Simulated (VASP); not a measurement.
**CdF2: single point with LDA**

The system is CdF2.

```
CELL_PARAMETERS angstrom
0.00000 2.69400 2.69400
2.69400 0.00000 2.69400
2.69400 2.69400 0.00000
ATOMIC_POSITIONS crystal
Cd 0.00000 0.00000 0.00000
F 0.75000 0.75000 0.75000
F 0.25000 0.25000 0.25000
```

```
Program             : VASP 6.6.1
Task                : single point
Functional          : LDA
Potentials or basis : VASP PAW LDA potentials, release 64 (Cd_sv_GW, F)
Cutoff              : 700 eV
k mesh              : 9 × 9 × 9
Occupations         : fermi-dirac, width 0.05 eV
Spin                : no spin polarisation
```

| Property | Result |
| --- | --- |
| Pressure | -5.9 GPa |
| Band gap on the k mesh | 2.84 eV (least direct gap 3.30 eV) |

Levels at points of the mesh, in eV from the valence-band top:
```tsv
k point	band 13	band 14	band 15	band 16	band 17	band 18	band 19	band 20	band 21	band 22
(0.00, 0.00, 0.00)	-0.99	-0.99	-0.45	-0.45	-0.45	2.84	12.34	12.34	12.34	17.17
```

Run time: 36 s on 1 thread of Intel(R) Xeon(R) Platinum 8488C (Sapphire Rapids), with other jobs on the host, peak memory 0.21 GiB.

Caveat: the cell stands under tension; an odd mesh through Γ misses points on the zone boundary, where band edges can lie.
